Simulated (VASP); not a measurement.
# HPbNO4: relaxation of cell and atoms with PBE+D4

Crystal: HPbNO4.

```
CELL_PARAMETERS angstrom
4.19923 0.11117 0.16817
1.91600 3.89132 0.12568
1.76085 1.25259 6.37266
ATOMIC_POSITIONS crystal
H 0.89145 0.68202 0.62796
Pb 0.14426 0.92872 0.88352
N 0.25670 0.28861 0.30171
O 0.83108 0.65056 0.78405
O 0.38694 0.22380 0.11295
O 0.31104 0.03576 0.45856
O 0.07726 0.60633 0.32275
```

```json
{
  "Program": "VASP 6.6.1",
  "Task": "relaxation of cell and atoms",
  "Functional": "PBE",
  "Dispersion": "D4",
  "Potentials or basis": "VASP PAW PBE potentials, release 64 (H, Pb_d, N, O)",
  "Cutoff": "600 eV",
  "k mesh": "5 × 5 × 3",
  "Occupations": "fermi-dirac, width 0.05 eV",
  "Spin": "no spin polarisation",
  "Dipole correction": "no",
  "Further INCAR settings": "ALGO = Normal; EDIFF = 1e-07; IBRION = 2; EDIFFG = -0.01; NSW = 60; ISIF = 3"
}
```

```yaml
Relaxed_volume: 13.90 Å³/atom
Relaxed_cell: a = 4.151 Å, b = 4.244 Å, c = 6.678 Å, α = 72.70°, β = 72.27°, γ = 62.01°
Space_group_after_relaxing_to_0.1_Å: P1 (No. 1)
Energy_gained_by_relaxing: 3.9 meV/atom
Ionic_steps: 47
Pressure_after_relaxing: 0.0 GPa
Largest_force_after_relaxing: 0.006 eV/Å
Band_gap_on_the_k_mesh: 2.69 eV
Dispersion_energy_per_atom: -0.129 eV
```

Forces on the atoms (eV/Å):
```
H    0.000  0.001 -0.001
Pb   0.000  0.002 -0.002
N    0.005  0.001 -0.002
O   -0.003  0.004  0.004
O   -0.001 -0.005 -0.001
O    0.000  0.002  0.001
O   -0.002 -0.004  0.000
```

Step by step:
```tsv
step	energy change (eV)	largest force (eV/Å)	pressure (GPa)	volume (Å³)
1	0.0000	0.4195	-0.81	101.39
3	-0.0073	0.2037	-1.64	100.87
5	-0.0193	0.1829	-0.14	98.40
7	-0.0203	0.1201	0.10	98.20
9	-0.0226	0.2859	-0.01	98.03
11	-0.0238	0.1622	-0.07	97.97
13	-0.0248	0.1176	-0.18	97.86
15	-0.0254	0.0540	-0.06	97.70
17	-0.0254	0.0662	0.00	97.63
19	-0.0257	0.0549	-0.10	97.55
21	-0.0263	0.0324	0.07	97.27
23	-0.0265	0.0414	0.17	97.09
25	-0.0267	0.0866	0.05	97.12
27	-0.0269	0.0277	0.05	97.19
29	-0.0270	0.0238	0.00	97.27
31	-0.0271	0.0350	-0.03	97.30
33	-0.0271	0.0231	-0.05	97.33
35	-0.0271	0.0261	-0.06	97.35
37	-0.0272	0.0237	-0.04	97.32
39	-0.0272	0.0235	0.01	97.23
41	-0.0272	0.0199	0.04	97.19
43	-0.0273	0.0131	0.06	97.18
45	-0.0273	0.0238	0.00	97.23
47	-0.0273	0.0061	-0.01	97.28
```

Final structure:
```cif
data_structure
_symmetry_space_group_name_H-M 'P 1'
_symmetry_Int_Tables_number 1
_cell_length_a 4.1512
_cell_length_b 4.2445
_cell_length_c 6.6780
_cell_angle_alpha 72.696
_cell_angle_beta 72.270
_cell_angle_gamma 62.009
_cell_volume 97.28
loop_
_atom_site_label
_atom_site_type_symbol
_atom_site_fract_x
_atom_site_fract_y
_atom_site_fract_z
_atom_site_occupancy
H1 H 0.89559 0.68043 0.62087 1
Pb1 Pb 0.13724 0.94121 0.88386 1
N1 N 0.25680 0.28598 0.30485 1
O1 O 0.83314 0.65107 0.77831 1
O2 O 0.39093 0.21595 0.11425 1
O3 O 0.31308 0.02859 0.46202 1
O4 O 0.07195 0.61258 0.32732 1
```

Levels at points of the mesh, in eV from the valence-band top:
```csv
k point,band 19,band 20,band 21,band 22,band 23,band 24,band 25,band 26
"(0.00, 0.00, 0.00)",-2.09,-1.53,-1.48,-0.83,3.44,4.33,5.68,6.34
```

Run time: 40 min on 1 thread of Intel(R) Xeon(R) Platinum 8488C (Sapphire Rapids) (shared host), peak memory 0.37 GiB.

Caveat: the standard files for N, O and F lose accuracy on very short bonds; spin-orbit coupling is left out, which moves the levels of the heavy elements; an odd mesh through Γ misses points on the zone boundary, where band edges can lie.
